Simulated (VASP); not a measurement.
Wanted: the native input for a VASP 6.6.1 run.

- Task: single point
- Functional: PBE
- Potentials or basis: VASP PAW PBE potentials, release 64 (Cu, O)
- Cutoff: 520 eV
- k mesh: 14 × 14 × 8
- Occupations: gaussian, width 0.1 eV
- Spin: no spin polarisation
- Dipole correction: no
- Further INCAR settings: ALGO = Normal; EDIFF = 1e-06; NBANDS = 25

The structure of CuO lies in POSCAR:

```
CuO
1.0
    2.0231282610     -2.0269710258      0.0000000000
    2.0231282610      2.0269710258      0.0000000000
    0.0000000000      0.0000000000      5.1333516241
Cu O
2 2
Direct
    0.0000000000      0.5000000000      0.0000000000
    0.5000000000      0.0000000000      0.5000000000
    0.5000000000      0.5000000000      0.2500000000
    0.5000000000      0.5000000000      0.7500000000
```

These files were run (other wordings do the same):

INCAR

```
ALGO     = Normal         # electronic algorithm
EDIFF    = 1E-6           # SCF threshold, eV
ENCUT    = 520            # plane-wave cutoff, eV
GGA      = PE             # functional
ISIF     = 2              # what is computed and relaxed
ISMEAR   = 0              # smearing method
LASPH    = True           # aspherical terms in the spheres
LCHARG   = False          # write CHGCAR
LREAL    = False          # projectors in reciprocal space
LWAVE    = False          # write WAVECAR
NBANDS   = 25             # bands
NELM     = 80             # most SCF steps
PREC     = Accurate       # precision mode
SIGMA    = 0.1            # smearing width, eV
```

KPOINTS

```
k-points
0
Gamma
  14 14 8
```

Potentials or basis: VASP PAW PBE potentials, release 64 (Cu, O).

Run with:

```sh
$ cat potpaw_PBE.64/Cu/POTCAR potpaw_PBE.64/O/POTCAR > POTCAR
$ mpirun -np 1 vasp_std > vasp.out
```

It gave:

| Property | Result |
| --- | --- |
| Pressure | 10.4 GPa |
| Band gap on the k mesh | zero (bands 17 and 18 overlap by 1.15 eV) |

Caveat: the cell stands under pressure; semilocal functionals often make such compounds metallic where correlation or magnetic order opens a gap, which also shifts bond lengths.

Wall time 2.2 min on 1 thread of Intel(R) Xeon(R) Platinum 8559C (Emerald Rapids), on a shared host, peak memory 0.35 GiB.
